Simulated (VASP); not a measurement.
Runs of VASP 6.6.1 on MnO. It takes space group Fm-3m (No. 225, cubic). The conventional cell has a = 4.446 Å, b = 4.446 Å, c = 4.446 Å, α = 90.00°, β = 90.00°, γ = 90.00°. Within 2.9 Å of Mn (site symmetry m-3m) lie 6 O at 2.22 Å. Within 2.9 Å of O (site symmetry m-3m) lie 6 Mn at 2.22 Å. 

| level | potentials or basis | gap on the mesh (eV) | pressure (GPa) | moment (μB) |
| --- | --- | --- | --- | --- |
| RPBE | VASP PAW PBE potentials, release 64 (Mn_pv, O) | none | 5.8 | (b) |
| PBE | VASP PAW PBE potentials, release 64 (Mn_pv, O) | none | -0.4 | 4.75 |
| BLYP | VASP PAW PBE potentials, release 64 (Mn_pv, O) | none | (c) | 4.66 |
| LDA | VASP PAW LDA potentials, release 64 (Mn_pv, O) | none | (a) | 4.52 |
| PBEsol | VASP PAW PBE potentials, release 64 (Mn_pv, O) | none | -7.7 | 4.71 |

Alike in all rows: task single point; spin collinear, ferromagnetic start; cell as given; k mesh 12 × 12 × 12; cutoff (eV) 520; smearing fermi-dirac 0.1 eV.

Fill in the values left out.

(a) -17.5; (b) 4.81; (c) 3.5.

Caveats: a cell with one magnetic atom can't hold antiferromagnetic order, which such compounds often take; semilocal functionals often make such compounds metallic where correlation or magnetic order opens a gap, which also shifts bond lengths; the PAW data sets were made with another functional, which shifts forces and pressure a little (at least some runs); the cell stands under pressure (at least some runs); the cell stands under tension (at least some runs).

A gap of «none» marks levels without a gap at the run's occupations.
